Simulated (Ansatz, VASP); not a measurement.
## LaAl2N3 in VASP and in Ansatz

INCAR

```
SYSTEM = LaAl2N3
ALGO = Normal ; EDIFF = 1E-6
ENCUT = 520 ; GGA = PE
ISIF = 2 ; ISMEAR = -1
LASPH = .TRUE. ; LCHARG = .FALSE.
LREAL = .FALSE. ; LWAVE = .FALSE.
NBANDS = 25 ; NELM = 80
PREC = Accurate ; SIGMA = 0.02
```

Contents of KPOINTS:

```
k-points
0
G
  10 10 10
  0 0 0
```

Contents of POSCAR:

```
LaAl2N3
1.0
   -1.7257643603      1.7257643603      6.4322783271
    1.7257643603     -1.7257643603      6.4322783271
    1.7257643603      1.7257643603     -6.4322783271
La N Al
1 3 2
Direct
    0.0000000000      0.0000000000      0.0000000000
    0.8162460486      0.8162460486      0.0000000000
    0.1837539514      0.1837539514      0.0000000000
    0.5000000000      0.5000000000      0.0000000000
    0.3275977171      0.3275977171      0.0000000000
    0.6724022829      0.6724022829      0.0000000000
```

Input for Ansatz:

```yaml
crystal:
  lattice:
    - [-1.7257643603, 1.7257643603, 6.4322783271]
    - [1.7257643603, -1.7257643603, 6.4322783271]
    - [1.7257643603, 1.7257643603, -6.4322783271]
  atoms:
    - { symbol: La, position: [0.0, 0.0, 0.0] }
    - { symbol: "N", position: [0.8162460486, 0.8162460486, 0.0] }
    - { symbol: Al, position: [0.3275977171, 0.3275977171, 0.0] }
    - { symbol: "N", position: [0.1837539514, 0.1837539514, 0.0] }
    - { symbol: Al, position: [0.6724022829, 0.6724022829, 0.0] }
    - { symbol: "N", position: [0.5, 0.5, 0.0] }
kpoints:
  mp_grid: { grid: [10, 10, 10] }
  band_path:
    path:
      - [0.0, 0.0, 0.0]
      - [0.0, 0.0, 0.5]
      - [0.25, 0.25, 0.25]
      - [0.0, 0.5, 0.0]
      - [0.5, 0.5, -0.5]
      - [0.2679958906, 0.7320041094, -0.2679958906]
      - [-0.2679958906, 0.2679958906, 0.2679958906]
      - [-0.0359917812, 0.0359917812, 0.5]
      - [0.5, 0.5, -0.0359917812]
    npoints: 1
hamiltonian:
  xc: pbe
scf:
  occupations: { method: fermi_dirac, width: 0.02 }
  n_extra_bands: 5
output:
  forces: true
  stress: true
  eigenvalues: true
```

Alike in both runs: task single point; functional PBE; k mesh 10 × 10 × 10; occupations fermi-dirac, width 0.02 eV; no spin polarisation.

```csv
,VASP,Ansatz
version,VASP 6.6.1,Ansatz 0.2.0
potentials or method,"VASP PAW PBE potentials, release 64 (La, N, Al)","plane waves, PAW"
plane-wave cutoff (eV),520,420
valence electrons in the cell,32,32
```

|  | VASP | Ansatz | Ansatz less VASP |
| --- | --- | --- | --- |
| pressure (GPa) | 2.2 | 2.4 | +0.22 |
| rms of the force components (eV/Å) | 0.103 | 0.095 | -0.0082 |

With one functional, cell and mesh, what is left measures potentials, basis and numerics.

Spin-orbit coupling is off throughout.
